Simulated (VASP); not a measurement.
# Si24C23 (a cell with a defect) in VASP: single point with PBE

Aim: the single point of Si24C23 (a cell with a defect) with PBE.

All numbers are computed with VASP 6.6.1; they aren't measurements. Logs are shortened: lines on timing, memory, paths and dates and some standing lists are left out, and cuts for length are marked.

## Step 1: The cell of the first run

The cell holds a defect, 47 atoms: a = 7.999 Å, b = 7.999 Å, c = 7.999 Å, α = 84.05°, β = 84.05°, γ = 84.05°.

## Step 2: Single point, PBE, collinear spin (atoms taken out, then relaxed in part)

Contents of INCAR:

```
PREC = Accurate
ENCUT = 520
EDIFF = 1E-7
ISMEAR = 0
SIGMA = 0.01
LREAL = Auto
LASPH = True
NELM = 150
ALGO = Normal
ISIF = 2
LWAVE = False
LCHARG = True
ISPIN = 2
MAGMOM = 0.75 0 0 0 0 0 0 0 0 0 0 0 0.75 0 0 0.75 0 0 0 0 0 0 0.75 0 0 0 0 0 0 0 0 0 0 0 0 0 0 0 0 0 0 0 0 0 0 0 0
LORBIT = 11
GGA = PE
LELF = True
LVHAR = True
NBANDS = 127
NELECT = 187.0
```

Contents of KPOINTS:

```
regular mesh
0
Gamma
  2 2 2
```

Contents of POSCAR:

```
Si24C23
1.0
   -6.1838730361      0.0000000000     -5.0742922873
    3.0919365181      5.3553911431     -5.0742922873
    3.0919365181     -5.3553911431     -5.0742922873
Si C
24 23
Direct
    0.6722170812      0.3388837479      0.5055504145
    0.3319636203     -0.0013697130      0.1652969537
    0.5016190884      0.1668617368      0.8318711058
   -0.0014622275      0.1682857550      0.3335284034
    0.5001950701      0.6652044391      0.3349524217
    0.1656238543      0.3339534287      0.0002551957
    0.8340867332      0.0018040273      0.6669925815
    0.6672867621      0.8335885291     -0.0010428124
    0.3351373606      0.5003259148      0.6674200666
    0.1669218624      0.8322905209      0.5006200954
    0.8336592481      0.5007533999      0.1684706939
    0.0008958919      0.6675625586      0.8342292253
    0.3283262596      0.1634713695      0.4977721955
   -0.0016060336      0.8328774260      0.1672571410
    0.1662107594      0.0005904743      0.8317272997
    0.6644388621     -0.0050070738      0.3301380362
    0.1662117175      0.4999795876      0.3332264149
    0.8333129210      0.1665597482     -0.0004549491
    0.4998930816      0.8328783842      0.6666462543
    0.3339238076      0.6650606330     -0.0004559073
    0.0025440838      0.3335031404      0.6673630665
    0.8340297331      0.6692107505      0.5001698071
    0.4968047029      0.3311055288      0.1616595929
    0.6668364737      0.5006963998      0.8358774171
    0.2076033910      0.8742700577      0.0409367244
    0.3775817568      0.0427641083      0.7043755470
    0.8710422136      0.0442484234      0.2094307750
    0.3760974416      0.5377088803      0.2109150901
    0.0417790484      0.2082116509      0.8753456563
    0.7060612561      0.8798031045      0.5414710216
    0.5415449842      0.7086789896      0.8751123817
    0.2131364379      0.3748043549      0.5393945894
    0.0420123230      0.7084457151      0.3748783175
    0.7081376883      0.3727279227      0.0464697712
    0.8757577185      0.5424243852      0.7090910518
    0.5420064684      0.3760449487      0.7112490858
    0.2064479544      0.0403558359      0.3730967017
    0.3736891693      0.2064300350      0.0397812877
    0.8779157524      0.2086731351      0.5427116153
    0.3751552504      0.7080929881      0.5417780021
    0.0414263214      0.3751113354      0.2084885837
    0.7084446687      0.0418219171      0.8747596548
    0.5397633684      0.8731146211      0.2070225026
    0.2084911124      0.5410397213      0.8748897219
    0.0415563886      0.8751577791      0.7077063879
    0.7093782820      0.5445824191      0.3753398018
    0.8743730546      0.7082230552      0.0418244458
```

Potentials or basis: VASP PAW PBE potentials, release 64 (Si, C).

The run is started by

```
$ cat potpaw_PBE.64/Si/POTCAR potpaw_PBE.64/C/POTCAR > POTCAR
$ mpirun -np 1 vasp_std > vasp.out
```

OUTCAR:

```text
PREC = Accurate
   ENCUT = 520
   EDIFF = 1E-7
   ISMEAR = 0
   LREAL = Auto
   LASPH = True
   NELM = 150
   ISIF = 2
   ISPIN = 2
   LORBIT = 11
   GGA = PE
   NELECT = 187.0

 ion  position               nearest neighbor table
   1  0.672  0.339  0.506-  46 1.89  39 1.89  36 1.89  24 3.05  22 3.05  21 3.05   5 3.08   3 3.08
                             4 3.08  11 3.08   9 3.08   7 3.08
   2  0.332  0.999  0.165-  37 1.89  38 1.89  43 1.89  25 1.89  16 3.08  13 3.08  23 3.08  14 3.10
                            15 3.10  20 3.10   6 3.10  10 3.10   8 3.10   4 3.11   5 3.11   3 3.11
   3  0.502  0.167  0.832-  36 1.88  42 1.89  38 1.90  26 1.91  23 3.06   7 3.08   1 3.08   9 3.09
                             8 3.09  18 3.09  19 3.10  24 3.10   2 3.11   6 3.12  15 3.12  13 3.14
   4  0.999  0.168  0.334-  39 1.88  41 1.89  37 1.90  27 1.91  13 3.06  11 3.08   1 3.08   7 3.09
                             6 3.09  17 3.09  18 3.10  21 3.10   2 3.11  10 3.12  14 3.12  16 3.14
   5  0.500  0.665  0.335-  46 1.88  40 1.89  43 1.90  28 1.91  16 3.06   9 3.08   1 3.08  11 3.09
                            10 3.09  19 3.09  17 3.10  22 3.10   2 3.11   8 3.12  20 3.12  23 3.14
   6  0.166  0.334  0.000-  44 1.89  41 1.89  38 1.90  29 1.90  23 3.06  21 3.08  12 3.09  11 3.09
                             4 3.09  20 3.09   9 3.10  17 3.10   2 3.10  18 3.10  15 3.11   3 3.12
   7  0.834  0.002  0.667-  39 1.89  42 1.89  45 1.89  30 1.91   3 3.08  15 3.08   1 3.08   4 3.09
                            18 3.09   8 3.09  10 3.10  22 3.10  21 3.10  12 3.10  19 3.12  16 3.15
   8  0.667  0.834  0.999-  47 1.89  42 1.89  43 1.90  31 1.90  16 3.06  24 3.08  12 3.09   7 3.09
                             3 3.09  14 3.09  11 3.10  18 3.10   2 3.10  19 3.10  20 3.11   5 3.12
   9  0.335  0.500  0.667-  36 1.89  40 1.89  44 1.89  32 1.91   5 3.08  20 3.08   1 3.08   3 3.09
                            19 3.09  10 3.09   6 3.10  21 3.10  24 3.10  12 3.10  17 3.12  13 3.15
  10  0.167  0.832  0.501-  45 1.89  40 1.89  37 1.90  33 1.90  13 3.06  22 3.08  12 3.09   9 3.09
[... 50 lines left out ...]
  46  0.709  0.545  0.375-   5 1.88  11 1.89   1 1.89  22 1.90
  47  0.874  0.708  0.042-   8 1.89  11 1.89  12 1.89  14 1.90

  LATTYP: Found a trigonal (rhomboedric) cell.
 ALAT       =     7.9992954654
 COS(alpha) =     0.1035854215

  Lattice vectors:

 A1 = (  -6.1838730361,   0.0000000000,  -5.0742922873)
 A2 = (   3.0919365181,   5.3553911431,  -5.0742922873)
 A3 = (   3.0919365181,  -5.3553911431,  -5.0742922873)

Analysis of symmetry for initial positions (statically):
=====================================================================
 Subroutine PRICEL returns:
 Original cell was already a primitive cell.

 Routine SETGRP: Setting up the symmetry group for a
 trigonal (rhombohedral) supercell.

 Subroutine GETGRP returns: Found  3 space group operations
 (whereof  1 operations were pure point group operations)
 out of a pool of 12 trial point group operations.

The static configuration has the point symmetry C_1 .
 The point group associated with its full space group is C_3 .

Analysis of symmetry for dynamics (positions and initial velocities):
=====================================================================
 Subroutine PRICEL returns:
 Original cell was already a primitive cell.

 Routine SETGRP: Setting up the symmetry group for a
 trigonal (rhombohedral) supercell.

 Subroutine GETGRP returns: Found  3 space group operations
 (whereof  1 operations were pure point group operations)
 out of a pool of 12 trial point group operations.

The dynamic configuration has the point symmetry C_1 .
 The point group associated with its full space group is C_3 .

Analysis of structural, dynamic, and magnetic symmetry:
=====================================================================
 Subroutine PRICEL returns:
 Original cell was already a primitive cell.

 Routine SETGRP: Setting up the symmetry group for a
 trigonal (rhombohedral) supercell.

 Subroutine GETGRP returns: Found  3 space group operations
 (whereof  1 operations were pure point group operations)
 out of a pool of 12 trial point group operations.

The overall configuration has the point symmetry C_1 .
 The point group associated with its full space group is C_3 .

 Subroutine INISYM returns: Found  3 space group operations
 (whereof  1 operations are pure point group operations),
 and found     1 'primitive' translations

----------------------------------------------------------------------------------------

                                     Primitive cell
[... 153 lines left out ...]
   ICHARG =      2    charge: 1-file 2-atom 10-const
   ISPIN  =      2    spin polarized calculation?
   LNONCOLLINEAR =      F non collinear calculations
   LSORBIT =      F    spin-orbit coupling
   LASPH  =      T    aspherical Exc in radial PAW
   ENCUT  =  520.0 eV  38.22 Ry    6.18 a.u.  14.87 14.87 14.87*2*pi/ulx,y,z
   NELM   =    150;   NELMIN=  2; NELMDL= -5     # of ELM steps
   EDIFF  = 0.1E-06   stopping-criterion for ELM
   LREAL  =      T    real-space projection
   EDIFFG = 0.1E-05   stopping-criterion for IOM
   NSW    =      0    number of steps for IOM
   IBRION =     -1    ionic relax: 0-MD 1-quasi-New 2-CG
   NFREE  =      0    steps in history (QN), initial steepest desc. (CG)
   ISIF   =      2    stress and relaxation
   ISYM   =      2    0-nonsym 1-usesym 2-fastsym
   POTIM  = 0.5000    time-step for ionic-motion
   TEBEG  =    0.0;   TEEND  =   0.0 temperature during run
   PSTRESS=    0.0 pullay stress
   NELECT =     187.0000    total number of electrons
   NUPDOWN=      -1.0000    fix difference up-down
   EMIN   =  10.00;   EMAX   =-10.00  energy-range for DOS
   EFERMI =   0.00;   METHOD = LEGACY
   ISMEAR =     0;   SIGMA  =   0.01  broadening in eV -4-tet -1-fermi 0-gaus
   EFERMI_NEDOS =   21; number of points for ismear=-14 and -15
   IALGO  =     38    algorithm
   IMIX   =      4    mixing-type and parameters
     AMIX     =   0.40;   BMIX     =  1.00
     AMIX_MAG =   1.60;   BMIX_MAG =  1.00
  volume/ion in A,a.u.               =      10.73        72.38
  Fermi-wavevector in a.u.,A,eV,Ry     =   1.176267  2.222822 18.825072  1.383604
  Thomas-Fermi vector in A             =   2.312634
   LORBIT       =     11    0 simple, 1 ext, 2 COOP (PROOUT), +10 PAW based schemes
   GGA     = PE    functional components
   LHFCALC =     F    Hartree Fock is set to
   AEXX    =    0.0000 exact exchange contribution
   IVDW    =     0    specifies the selected vdW correction
   LEPSILON=     F    determine dielectric tensor
   LRPA    =     F    only Hartree local field effects (RPA)
 spin polarized calculation
 Gauss-broadening in eV      SIGMA  =   0.01
  energy-cutoff  :      520.00
  volume of cell :      504.14
 maximum number of plane-waves:     13596
 NGX is ok and might be reduce to    60
   NGX = 29   NGY = 29   NGZ = 29

 number of electron     186.9999986 magnetization       0.9999711

 Free energy of the ion-electron system (eV)
  ---------------------------------------------------
  ext. energy  EPLUGINS =         0.00000000
  ---------------------------------------------------
  free energy    TOTEN  =      -356.93463641 eV

  energy without entropy =     -356.93461397  energy(sigma->0) =     -356.93462519

 E-fermi :   9.7630     XC(G=0): -11.1941

 val. band max:        9.7442378993   @ k =   0.5000   0.5000   0.5000
 cond. band min:       9.7841542130   @ k =   0.5000   0.5000   0.0000
 fundamental gap:      0.0399163136
 Fermi energy:         9.7629501534

 spin component 1

 k-point     1 :       0.0000    0.0000    0.0000
  band No.  band energies     occupation
      1      -7.4248      1.00000
      2      -5.6178      1.00000
      3      -5.6178      1.00000
      4      -5.5838      1.00000
      5      -5.5838      1.00000
      6      -5.5832      1.00000
[... 421 lines left out ...]
    104      11.6659      0.00000
    105      13.0810      0.00000
 Fermi energy:         9.7629501534

 spin component 2

 k-point     1 :       0.0000    0.0000    0.0000
  band No.  band energies     occupation
      1      -7.4071      1.00000
      2      -5.6006      1.00000
      3      -5.6006      1.00000
      4      -5.5740      1.00000
      5      -5.5740      1.00000
      6      -5.5564      1.00000
[... 421 lines left out ...]
    104      11.7011      0.00000
    105      13.1073      0.00000
 [bands above 105 left out]

------------------------ aborting loop because EDIFF is reached ----------------------------------------

  FORCE on cell =-STRESS in cart. coord.  units (eV):
  Direction    XX          YY          ZZ          XY          YZ          ZX
  --------------------------------------------------------------------------------------
  -------------------------------------------------------------------------------------
  Total      -16.2040658    -16.2040658     -3.9943654     -0.0000000      0.0000000      0.0000000
  in kB      -51.4974929    -51.4974929    -12.6943327     -0.0000000      0.0000000      0.0000000
  external PRESSURE =     -38.5631061 kB  Pullay stress =       0.0000000 kB

 VOLUME and BASIS-vectors are now :
 -----------------------------------------------------------------------------
  energy-cutoff  :      520.00
  volume of cell :      504.14
      direct lattice vectors                 reciprocal lattice vectors
    -6.183873036  0.000000000 -5.074292287    -0.107807302  0.000000000 -0.065690606
     3.091936518  5.355391143 -5.074292287     0.053903651  0.093363862 -0.065690606
     3.091936518 -5.355391143 -5.074292287     0.053903651 -0.093363862 -0.065690606

 POSITION                                       TOTAL-FORCE (eV/Angst)
 -----------------------------------------------------------------------------------
     -1.54597     -0.89257     -7.69593        -0.000000      0.000000      0.005957
      1.54597      4.46283     -7.59059         0.000000      0.000000     -0.022139
     -0.01393     -3.56139     -7.61322         0.000739      0.009705     -0.003266
     -4.62325     -0.88494     -7.61322         0.008035     -0.005492     -0.003266
     -0.00072      1.76863     -7.61322        -0.008774     -0.004213     -0.003266
      0.00915      1.78708     -2.53630         0.002835     -0.000300      0.001194
[... 39 lines left out ...]
     -1.54236      0.90636     -8.26755         0.000955      0.015814     -0.024392
     -3.08791      3.56883     -8.24278        -0.003079      0.001642     -0.002302
 -----------------------------------------------------------------------------------
    total drift:                                0.000002     -0.000001     -0.038148

  FREE ENERGIE OF THE ION-ELECTRON SYSTEM (eV)
  ---------------------------------------------------
  free  energy   TOTEN  =      -356.9346364112 eV

  energy  without entropy=     -356.9346139732  energy(sigma->0) =     -356.93462519

 total charge

# of ion       s       p       d       tot
------------------------------------------
    1        0.735   0.920   0.000   1.655
    2        0.711   0.945   0.000   1.656
    3        0.706   0.952   0.000   1.657
    4        0.706   0.952   0.000   1.657
    5        0.706   0.952   0.000   1.657
    6        0.705   0.952   0.000   1.657
[... 39 lines left out ...]
   46        0.839   1.691   0.000   2.530
   47        0.835   1.695   0.000   2.530
--------------------------------------------------
tot         36.299  61.323   0.000  97.622

 magnetization (x)

# of ion       s       p       d       tot
------------------------------------------
    1        0.044   0.148   0.000   0.192
    2        0.003   0.000   0.000   0.003
    3        0.001   0.001   0.000   0.002
    4        0.001   0.001   0.000   0.002
    5        0.001   0.001   0.000   0.002
    6        0.001   0.002   0.000   0.002
[... 39 lines left out ...]
   46        0.003   0.015   0.000   0.019
   47        0.000  -0.000   0.000  -0.000
--------------------------------------------------
tot          0.097   0.312   0.000   0.409
```

Run time: 24 min. Hardware: 1 thread of Oxide Virtual Turin-like, shared host; peak memory 0.77 GiB.

What came out:

```
Free energy                                           : -356.9346 eV
Largest force                                         : 0.051 eV/Å
Net moment                                            : 1.00 μB per cell
Site moments                                          : Si +0.19, +0.00, +0.02, +0.01 (each value once); C +0.00, +0.02, +0.01, -0.00 (each value once) μB
Valence electrons inside the program's atomic spheres : Si 1.66, 1.61, 1.64, 1.65 (each value once); C 2.52, 2.51, 2.53 (each value once)
```

Forces in eV/Å, atoms in the order of the input:
```
Si   0.000  0.000  0.006
Si   0.000  0.000 -0.022
Si   0.001  0.010 -0.003
Si   0.008 -0.005 -0.003
Si  -0.009 -0.004 -0.003
Si   0.003  0.000  0.001
Si   0.000  0.010 -0.010
Si  -0.001  0.003  0.001
Si  -0.009 -0.005 -0.010
Si  -0.002 -0.002  0.001
Si   0.009 -0.005 -0.010
Si   0.000  0.000 -0.008
Si  -0.040  0.023  0.023
Si   0.003  0.000 -0.002
Si  -0.002  0.003 -0.002
Si   0.040  0.023  0.023
Si   0.008  0.003  0.005
Si  -0.006  0.005  0.005
Si  -0.002 -0.008  0.005
Si  -0.001 -0.003 -0.002
Si   0.004 -0.004  0.002
Si  -0.005 -0.002  0.002
Si   0.000 -0.046  0.023
Si   0.001  0.005  0.002
C    0.000  0.000  0.007
C    0.004 -0.003  0.000
C   -0.004 -0.002  0.000
C    0.000  0.005  0.000
C    0.000 -0.004 -0.002
C   -0.008  0.013  0.009
C    0.004  0.002 -0.002
C   -0.007 -0.013  0.009
C   -0.004  0.002 -0.002
C    0.015  0.000  0.009
C    0.000  0.000  0.007
C    0.013 -0.009 -0.024
C    0.011 -0.005  0.003
C   -0.001  0.012  0.003
C   -0.014 -0.007 -0.024
C    0.001  0.004  0.005
C   -0.004 -0.001  0.005
C    0.003 -0.003  0.005
C   -0.010 -0.007  0.003
C    0.003  0.002 -0.002
C    0.000 -0.003 -0.002
C    0.001  0.016 -0.024
C   -0.003  0.002 -0.002
```

Caveat: the cell carries a net charge on a neutralising background, which shifts energy and pressure; the cell differs from its parent crystal (atoms taken out, then relaxed in part); the cell is charged against a uniform background, so pressure and absolute levels hang on convention.
